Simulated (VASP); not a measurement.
# Si3C (P1) in VASP: a series of runs, part 2 of 2

VASP 6.6.1.

### 4 Single point, PBEsol

This run uses another cell than the first one, of 14.84 Å³/atom, 1.008 times its volume.

INCAR

```
PREC = Accurate
ENCUT = 520
EDIFF = 1E-7
ISMEAR = -1
SIGMA = 0.069
LREAL = Auto
LASPH = T
NELM = 60
ALGO = Normal
ISIF = 2
LWAVE = F
LCHARG = F
GGA = PS
NBANDS = 46
```

KPOINTS

```
regular mesh
0
Gamma
  2 2 4
```

POSCAR

```
Si3C
1.0
    6.8823640000      0.0000000000      0.0000000000
    0.0000000000      6.8823640000      0.0000000000
    0.0000000000      0.0000000000      5.0140890000
C Si
4 12
Direct
   -0.0109306918      0.0079995769     -0.0199461956
   -0.0210687781      0.4956135712      0.0263501505
    0.4951227514      0.0406197638      0.0102678672
    0.4741090416      0.5099156336     -0.0243453995
   -0.0090534299      0.2363828766      0.1989801138
    0.2534924046      0.2535435499      0.4843121053
    0.2565075024      0.0146676346      0.8065782239
   -0.0025810899      0.7595105403      0.1826303841
    0.2557616830      0.7783677236      0.4889847388
    0.2195935873      0.5121811343      0.7791614788
    0.4963682537      0.2783029203      0.1842079389
    0.7584383796      0.2709050262      0.5074971745
    0.7390607355     -0.0055095894      0.8108679363
    0.4860042276      0.7427129690      0.1741935574
    0.7535821994      0.7450682643      0.5011169527
    0.7431857716      0.5033718065      0.8309377835
```

Potentials or basis: VASP PAW PBE potentials, release 64 (C, Si).

Run with:

```bash
> cat potpaw_PBE.64/C/POTCAR potpaw_PBE.64/Si/POTCAR > POTCAR
> mpirun -np 1 vasp_std > vasp.out
```

OUTCAR:

```text
PREC = Accurate
   ENCUT = 520
   EDIFF = 1E-7
   ISMEAR = -1
   LREAL = Auto
   LASPH = T
   NELM = 60
   ISIF = 2
   GGA = PS

 ion  position               nearest neighbor table
   1  0.989  0.008  0.980-   5 1.92  13 1.92   8 1.99   7 2.04
   2  0.979  0.496  0.026-  16 1.90   8 1.98   5 1.98  10 2.07
   3  0.495  0.041  0.010-  11 1.85   7 1.94  13 1.98  14 2.21
   4  0.474  0.510  0.976-  14 1.89  11 1.91  16 1.99  10 2.01
   5  0.991  0.236  0.199-   1 1.92   2 1.98  12 2.24   6 2.31   7 3.09  13 3.09  16 3.11
   6  0.253  0.254  0.484-  11 2.26   7 2.31   5 2.31  10 2.33
   7  0.257  0.015  0.807-   3 1.94   1 2.04   9 2.28   6 2.31  14 3.07   5 3.09  11 3.10   8 3.13

[... 790 lines left out ...]
  in kB      -32.4554939    -20.4523682    -18.9573762     -2.3341262     17.6795328     -3.2109653
  external PRESSURE =     -23.9550795 kB  Pullay stress =       0.0000000 kB

 VOLUME and BASIS-vectors are now :
 -----------------------------------------------------------------------------
  energy-cutoff  :      520.00
  volume of cell :      237.50
      direct lattice vectors                 reciprocal lattice vectors
     6.882364000  0.000000000  0.000000000     0.145298912  0.000000000  0.000000000
     0.000000000  6.882364000  0.000000000     0.000000000  0.145298912  0.000000000
     0.000000000  0.000000000  5.014089000     0.000000000  0.000000000  0.199438024

 POSITION                                       TOTAL-FORCE (eV/Angst)
 -----------------------------------------------------------------------------------
      6.80714      0.05506      4.91408         0.368820     -0.599429      0.378118
      6.73736      3.41099      0.13212         1.012649      0.523870     -0.822833
      3.40761      0.27956      0.05148         0.128796     -2.362570     -0.763678
      3.26299      3.50942      4.89202         0.072298      0.022651     -0.192649
      6.82005      1.62687      0.99770         0.876407      0.699352      0.141493
      1.74463      1.74498      2.42838        -0.702437      0.274508      0.498151
[... 8 lines left out ...]
      5.18643      5.12783      2.51265        -0.821310     -0.019671     -0.602647
      5.11487      3.46439      4.16640        -0.623516      0.244526     -0.870148
 -----------------------------------------------------------------------------------
    total drift:                                0.002366      0.007404     -0.013681

  FREE ENERGIE OF THE ION-ELECTRON SYSTEM (eV)
  ---------------------------------------------------
  free  energy   TOTEN  =      -101.8404045248 eV

  energy  without entropy=     -101.7523463658  energy(sigma->0) =     -101.79637545
```

OSZICAR:

```text
N       E                     dE             d eps       ncg     rms          rms(c)
DAV:   1     0.159736374725E+03    0.15974E+03   -0.25960E+04  1104   0.119E+03
DAV:   2    -0.889137237037E+02   -0.24865E+03   -0.23296E+03  1370   0.188E+02
DAV:   3    -0.107749657489E+03   -0.18836E+02   -0.18285E+02  1416   0.476E+01
DAV:   4    -0.108309455013E+03   -0.55980E+00   -0.55661E+00  1408   0.925E+00
DAV:   5    -0.108325257696E+03   -0.15803E-01   -0.15785E-01  1416   0.148E+00    0.182E+01
DAV:   6    -0.102143336878E+03    0.61819E+01   -0.19091E+01  1366   0.161E+01    0.981E+00
DAV:   7    -0.101964422576E+03    0.17891E+00   -0.39906E+00  1292   0.762E+00    0.453E+00
DAV:   8    -0.101855921549E+03    0.10850E+00   -0.38141E-01  1378   0.232E+00    0.135E+00
DAV:   9    -0.101839745035E+03    0.16177E-01   -0.55915E-02  1376   0.104E+00    0.383E-01
DAV:  10    -0.101840466598E+03   -0.72156E-03   -0.11369E-02  1352   0.382E-01    0.221E-01
DAV:  11    -0.101840349420E+03    0.11718E-03   -0.10989E-03  1376   0.136E-01    0.114E-01
DAV:  12    -0.101840416670E+03   -0.67250E-04   -0.35815E-04  1320   0.777E-02    0.340E-02
DAV:  13    -0.101840403146E+03    0.13525E-04   -0.69048E-05  1368   0.329E-02    0.156E-02
DAV:  14    -0.101840404711E+03   -0.15650E-05   -0.18322E-05  1336   0.159E-02    0.635E-03
DAV:  15    -0.101840404536E+03    0.17452E-06   -0.12079E-06  1520   0.484E-03    0.279E-03
DAV:  16    -0.101840404525E+03    0.11230E-07   -0.77902E-07  1288   0.326E-03
   1 F= -.10184040E+03 E0= -.10179638E+03  d E =-.880582E-01
```

Wall time 6.5 min (1 thread of Intel Xeon 8259CL, shared host); peak memory 0.36 GiB.

What came out:

* Free energy: -101.8404 eV
* Pressure: -2.4 GPa
* Largest force: 2.486 eV/Å
* Band gap on the k mesh: zero (band 32 reaches 7.75 eV, above the bottom of band 33 at 7.63 eV)

Forces on the atoms (eV/Å):
```
C    0.369 -0.599  0.378
C    1.013  0.524 -0.823
C    0.129 -2.363 -0.764
C    0.072  0.023 -0.193
Si   0.876  0.699  0.141
Si  -0.702  0.275  0.498
Si  -0.333  0.434 -0.258
Si   0.281 -0.015  0.938
Si  -0.854 -0.782  0.370
Si   0.075 -0.113  0.046
Si   0.880  0.334  1.307
Si  -1.275 -1.090 -0.142
Si  -0.514  1.064 -1.012
Si   1.429  1.385  0.984
Si  -0.821 -0.020 -0.603
Si  -0.624  0.245 -0.870
```

Levels at points of the mesh, in eV from the Fermi level:
```tsv
k point	band 29	band 30	band 31	band 32	band 33	band 34	band 35	band 36
(0.00, 0.00, 0.00)	-0.98	-0.92	-0.38	-0.27	-0.10	0.16	0.35	0.74
(0.50, 0.00, 0.00)	-2.46	-2.41	-0.26	-0.05	0.06	0.25	1.05	1.25
(0.00, 0.50, 0.00)	-2.51	-2.15	-0.29	-0.04	0.20	0.39	0.87	1.10
(0.50, 0.50, 0.00)	-2.33	-2.24	-2.08	-1.99	0.77	0.95	1.03	1.13
(0.00, 0.00, 0.50)	-0.80	-0.72	0.00	0.03	0.14	0.20	0.27	0.86
(0.50, 0.00, 0.50)	-2.15	-2.03	-0.49	-0.24	0.90	1.14	1.84	1.92
(0.00, 0.50, 0.50)	-2.26	-1.84	-0.46	-0.33	1.12	1.15	1.63	1.97
(0.50, 0.50, 0.50)	-1.59	-1.55	-1.42	-1.22	1.36	1.44	1.54	1.67
```

Caveat: the k points lie up to 0.46 Å⁻¹ apart; the PAW data sets were made with another functional, which shifts forces and pressure a little.
